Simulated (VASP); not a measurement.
# Ga (Im-3m) in VASP: a series of runs, part 2 of 2

VASP 6.6.1.

## (4) Single point, PBEsol (volume scaled by 0.45)

File INCAR:

```
PREC = Accurate ; ENCUT = 520
EDIFF = 1E-7 ; ISMEAR = -1
SIGMA = 0.05 ; LREAL = False
LASPH = True ; NELM = 80
ALGO = Normal ; ISIF = 2
LWAVE = False ; LCHARG = True
GGA = PS ; LELF = True
LVHAR = True ; NBANDS = 12
```

File KPOINTS:

```
Automatic mesh
0
Gamma
  16 16 16
```

File POSCAR:

```
Ga
1.0
   -1.2649227771      1.2649227771      1.2649227771
    1.2649227771     -1.2649227771      1.2649227771
    1.2649227771      1.2649227771     -1.2649227771
Ga
1
Direct
    0.0000000000      0.0000000000      0.0000000000
```

Potentials or basis: VASP PAW PBE potentials, release 64 (Ga_d).

The run is started by

```bash
cat potpaw_PBE.64/Ga_d/POTCAR > POTCAR
mpirun -np 1 vasp_std > vasp.out
```

OUTCAR:

```text
PREC = Accurate
   ENCUT = 520
   EDIFF = 1E-7
   ISMEAR = -1
   LREAL = False
   LASPH = True
   NELM = 80
   ISIF = 2
   GGA = PS

 ion  position               nearest neighbor table
   1  0.000  0.000  0.000-

  LATTYP: Found a body centered cubic cell.
 ALAT       =     2.5298455542

  Lattice vectors:

 A1 = (  -1.2649227771,   1.2649227771,   1.2649227771)
 A2 = (   1.2649227771,  -1.2649227771,   1.2649227771)
 A3 = (   1.2649227771,   1.2649227771,  -1.2649227771)

Analysis of symmetry for initial positions (statically):
=====================================================================
 Subroutine PRICEL returns:
 Original cell was already a primitive cell.

 Routine SETGRP: Setting up the symmetry group for a
 body centered cubic supercell.

 Subroutine GETGRP returns: Found 48 space group operations
 (whereof 48 operations were pure point group operations)
 out of a pool of 48 trial point group operations.

The static configuration has the point symmetry O_h .

[... 154 lines left out ...]

  energy without entropy =        1.28613794  energy(sigma->0) =        1.28432308

 E-fermi :  18.1243     XC(G=0): -16.2585

 val. band max:       18.1134532079   @ k =  -0.3750   0.5000   0.2500
 cond. band min:      18.1274738174   @ k =  -0.3750   0.4375   0.1875
 fundamental gap:      0.0140206095
 Fermi energy:        18.1243409643

 k-point     1 :       0.0000    0.0000    0.0000
  band No.  band energies     occupation
      1      -3.0415      2.00000
      2      -0.0797      2.00000
      3      -0.0797      2.00000
      4      -0.0797      2.00000
      5       1.0445      2.00000
      6       1.0445      2.00000
      7      40.6846      0.00000
      8      40.6846      0.00000
      9      40.6846      0.00000
     10      45.5044      0.00000
     11      45.5044      0.00000
     12      45.5044      0.00000
[... 331 lines left out ...]
 k-point    24 :       0.2500    0.1875   -0.0000
  band No.  band energies     occupation
      1      -0.8157      2.00000
      2      -0.4364      2.00000
      3       0.4339      2.00000
      4       0.8668      2.00000
      5       1.2284      2.00000
      6       5.2756      2.00000
      7      20.7605      0.00000
      8      23.7063      0.00000
      9      31.7706      0.00000
     10      40.4235      0.00000
     11      44.7661      0.00000
     12      49.8988      0.00000

 [... further k-points ...]
[... 5 lines left out ...]
  --------------------------------------------------------------------------------------
  -------------------------------------------------------------------------------------
  Total       16.0093848     16.0093848     16.0093848     -0.0000000     -0.0000000      0.0000000
  in kB     3168.3503205   3168.3503205   3168.3503205     -0.0000000     -0.0000000      0.0000000
  external PRESSURE =    3168.3503205 kB  Pullay stress =       0.0000000 kB

 VOLUME and BASIS-vectors are now :
 -----------------------------------------------------------------------------
  energy-cutoff  :      520.00
  volume of cell :        8.10
      direct lattice vectors                 reciprocal lattice vectors
    -1.264922777  1.264922777  1.264922777     0.000000000  0.395281047  0.395281047
     1.264922777 -1.264922777  1.264922777     0.395281047  0.000000000  0.395281047
     1.264922777  1.264922777 -1.264922777     0.395281047  0.395281047  0.000000000

 POSITION                                       TOTAL-FORCE (eV/Angst)
 -----------------------------------------------------------------------------------
      0.00000      0.00000      0.00000         0.000000      0.000000     -0.000000
 -----------------------------------------------------------------------------------
    total drift:                                0.000000      0.000000     -0.000000

  FREE ENERGIE OF THE ION-ELECTRON SYSTEM (eV)
  ---------------------------------------------------
  free  energy   TOTEN  =         1.2825082101 eV

  energy  without entropy=        1.2861379411  energy(sigma->0) =        1.28432308
```

OSZICAR:

```text
N       E                     dE             d eps       ncg     rms          rms(c)
DAV:   1     0.358507066480E+02    0.35851E+02   -0.61246E+03  4320   0.228E+03
DAV:   2     0.184554127370E+01   -0.34005E+02   -0.32806E+02  3668   0.239E+02
DAV:   3     0.995189165278E+00   -0.85035E+00   -0.84897E+00  3912   0.343E+01
DAV:   4     0.991674711956E+00   -0.35145E-02   -0.35142E-02  3984   0.214E+00
DAV:   5     0.991654664797E+00   -0.20047E-04   -0.20048E-04  3932   0.156E-01    0.290E+00
DAV:   6     0.118279997772E+01    0.19115E+00   -0.12083E-01  4096   0.118E+01    0.145E+00
DAV:   7     0.127675597248E+01    0.93956E-01   -0.40546E-02  4040   0.538E+00    0.239E-01
DAV:   8     0.128253082917E+01    0.57749E-02   -0.41890E-03  4008   0.137E+00    0.152E-02
DAV:   9     0.128250703268E+01   -0.23796E-04   -0.53905E-05  3960   0.101E-01    0.995E-03
DAV:  10     0.128250830905E+01    0.12764E-05   -0.58366E-07  4256   0.141E-02    0.244E-03
DAV:  11     0.128250821015E+01   -0.98907E-07   -0.62112E-08  3208   0.397E-03
   1 F= 0.12825082E+01 E0= 0.12843231E+01  d E =-.362973E-02
```

stdout:

```text
POSCAR found type information on POSCAR Ga
 POSCAR found :  1 types and       1 ions
 scaLAPACK will be used
 -----------------------------------------------------------------------------
|                                                                             |
|                                                                             |
|     You enforced a specific xc type in the INCAR file but a different       |
|     I HOPE YOU KNOW WHAT YOU ARE DOING!                                     |
|                                                                             |
 -----------------------------------------------------------------------------

 LDA part: xc-table for (Slater+PW92), standard interpolation
 POSCAR, INCAR and KPOINTS ok, starting setup
 FFT: planning ... GRIDC
 FFT: planning ... GRID_SOFT
 FFT: planning ... GRID
 WAVECAR not read
 entering main loop
```

It took 3.5 s on 1 thread of Intel Xeon 6975P-C (Granite Rapids), shared host; peak memory 0.12 GiB.

What came out:

| Property | Result |
| --- | --- |
| Free energy | 1.2825 eV |
| Pressure | 316.8 GPa |

Caveat: the PAW data sets were made with another functional, which shifts forces and pressure a little.
